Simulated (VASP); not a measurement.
# Hf: single point with PBEsol

The system is Hf.

```
CELL_PARAMETERS angstrom
-1.80167 1.80167 1.80167
1.80167 -1.80167 1.80167
1.80167 1.80167 -1.80167
ATOMIC_POSITIONS crystal
Hf 0.00000 0.00000 0.00000
```

This isn't the form of Hf at room conditions, which is hcp.

| Quantity | Value |
| --- | --- |
| Program | VASP 6.6.1 |
| Task | single point |
| Functional | PBEsol |
| Potentials or basis | VASP PAW PBE potentials, release 64 (Hf_pv) |
| Cutoff | 520 eV |
| k mesh | 16 × 16 × 16 |
| Occupations | gaussian, width 0.1 eV |
| Spin | no spin polarisation |
| Dipole correction | no |
| Further INCAR settings | ALGO = Normal; EDIFF = 1e-06; NBANDS = 11 |

```json
{"Pressure": "-9.1 GPa", "Band gap on the k mesh": "zero (bands 5 and 6 overlap by 2.19 eV)"}
```

Levels at points of the mesh, in eV from the Fermi level:
```tsv
k point	band 2	band 3	band 4	band 5	band 6	band 7	band 8	band 9
(0.00, 0.00, 0.00)	-29.95	-29.95	-6.89	1.48	1.48	1.48	4.14	4.14
(0.50, 0.00, 0.00)	-30.18	-29.95	-3.25	-0.43	0.94	3.94	4.90	7.22
(0.50, 0.50, 0.50)	-30.45	-30.45	-2.38	-2.38	6.45	6.45	6.45	6.88
```

Run time: 18 s on 1 thread of Intel(R) Xeon(R) Platinum 8488C (Sapphire Rapids) (shared host), peak memory 0.16 GiB.

Caveat: the cell stands under tension; the PAW data sets were made with another functional, which shifts forces and pressure a little; spin-orbit coupling is left out, which moves the levels of the heavy elements.
